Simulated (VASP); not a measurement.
Set up this calculation in VASP 6.6.1, as the native input.

- Task: single point
- Functional: r2SCAN
- Potentials or basis: VASP PAW PBE potentials, release 64 (O_h, H_h, C_h)
- Cutoff: 1100 eV
- k mesh: 1 × 1 × 1
- Occupations: fermi-dirac, width 0.05 eV
- Spin: no spin polarisation
- Dipole correction: no
- Further INCAR settings: LREAL = Auto; ALGO = Normal; EDIFF = 1e-06; NBANDS = 58

The system is H18CO9.

```
O H C
1.0
     6.70176    0.00000    0.00000
     0.00000    6.70176    0.00000
     0.00000    0.00000    6.70176
O H C
9 18 1
Direct
  0.47931 0.02747 0.78894
  0.50497 0.89914 0.40864
  0.07241 0.49475 0.13823
  0.35682 0.74503 0.05293
  0.13488 0.22621 0.82101
  0.82174 0.96716 0.93543
  0.76623 0.19919 0.28700
  0.11645 0.50438 0.52315
  0.70762 0.61088 0.84830
  0.46977 0.96799 0.65386
  0.61133 0.98332 0.84135
  0.57160 0.02343 0.38915
  0.45525 0.86434 0.28128
  0.17319 0.58858 0.07680
  0.09618 0.37721 0.06018
  0.35004 0.85513 0.94571
  0.48254 0.67238 0.00314
  0.27197 0.15599 0.83077
  0.12867 0.29291 0.69145
  0.92868 0.04865 0.87097
  0.87202 0.83935 0.90223
  0.83623 0.32669 0.27827
  0.77354 0.15323 0.14695
  0.10614 0.64702 0.55102
  0.13382 0.50209 0.37342
  0.75813 0.56849 0.56254
  0.60678 0.36613 0.70319
  0.68985 0.51369 0.69641
```

One way to write it, as run:

POSCAR

```
H18CO9
1.0
    6.7017590000      0.0000000000      0.0000000000
    0.0000000000      6.7017590000      0.0000000000
    0.0000000000      0.0000000000      6.7017590000
O H C
9 18 1
Direct
    0.4793069998      0.0274703999      0.7889421270
    0.5049719036      0.8991370773      0.4086389857
    0.0724138245      0.4947507065      0.1382323656
    0.3568167700      0.7450282829      1.0529325211
    0.1348750380      0.2262092683      0.8210083353
    0.8217394866      0.9671639938      0.9354260575
    0.7662316714      0.1991865121      0.2869992788
    0.1164470402      0.5043750454      0.5231462367
    0.7076201934      0.6108843962      0.8482996777
    0.4697721897     -0.0320065225      0.6538581886
    0.6113320398     -0.0166821875      0.8413462794
    0.5715962033      1.0234328032      0.3891515645
    0.4552536133      0.8643402426      0.2812843613
    0.1731933363      0.5885768199      0.0768007325
    0.0961837034      0.3772144000      0.0601782308
    0.3500424292      0.8551337044      0.9457069405
    0.4825449557      0.6723757151      1.0031396235
    0.2719733730      0.1559888978      0.8307669673
    0.1286677125      0.2929081753      0.6914453355
    0.9286815596      1.0486500634      0.8709653689
    0.8720247923      0.8393468043      0.9022258186
    0.8362282201      0.3266903510      0.2782702273
    0.7735431847      0.1532284285      0.1469464957
    0.1061363144      0.6470241619      0.5510195159
    0.1338156147      0.5020920627      0.3734243502
    0.7581293210      0.5684925405      0.5625388797
    0.6067809959      0.3661277584      0.7031885211
    0.6898487397      0.5136860338      0.6964141802
```

INCAR.step1

```
PREC = Accurate ; ENCUT = 1100
ISMEAR = -1 ; SIGMA = 0.05
LREAL = Auto ; LASPH = T
NELM = 120 ; NBANDS = 58
GGA = PE ; ALGO = Normal
EDIFF = 1E-5 ; LWAVE = T
LCHARG = F ; GGA_COMPAT = F
```

INCAR.step2

```
PREC = Accurate ; ENCUT = 1100
EDIFF = 1E-6 ; ISMEAR = -1
SIGMA = 0.05 ; LREAL = Auto
LASPH = T ; NELM = 120
ALGO = Normal ; ISIF = 2
LWAVE = F ; LCHARG = F
METAGGA = R2SCAN ; LMIXTAU = T
NBANDS = 58 ; ISTART = 1
GGA_COMPAT = F
```

KPOINTS

```
Automatic mesh
0
Gamma
  1 1 1
```

Potentials or basis: VASP PAW PBE potentials, release 64 (O_h, H_h, C_h).

Command:

```bash
$ cat potpaw_PBE.64/O_h/POTCAR potpaw_PBE.64/H_h/POTCAR potpaw_PBE.64/C_h/POTCAR > POTCAR
$ cp INCAR.step1 INCAR
$ mpirun -np 1 vasp_gam > vasp.out
$ cp INCAR.step2 INCAR
$ mpirun -np 1 vasp_gam > vasp.out
```

Results of the run:

- Pressure: -0.4 GPa
- Largest force: 2.802 eV/Å

Caveat: the k points lie up to 0.94 Å⁻¹ apart, too coarse for converged energies, forces and pressures; the atoms stand as in a frame of molecular dynamics; the PAW data sets were made with another functional, which shifts forces and pressure a little.

Wall time 5.6 min on 1 thread of Intel(R) Xeon(R) Platinum 8488C (Sapphire Rapids) (shared host), peak memory 0.82 GiB.
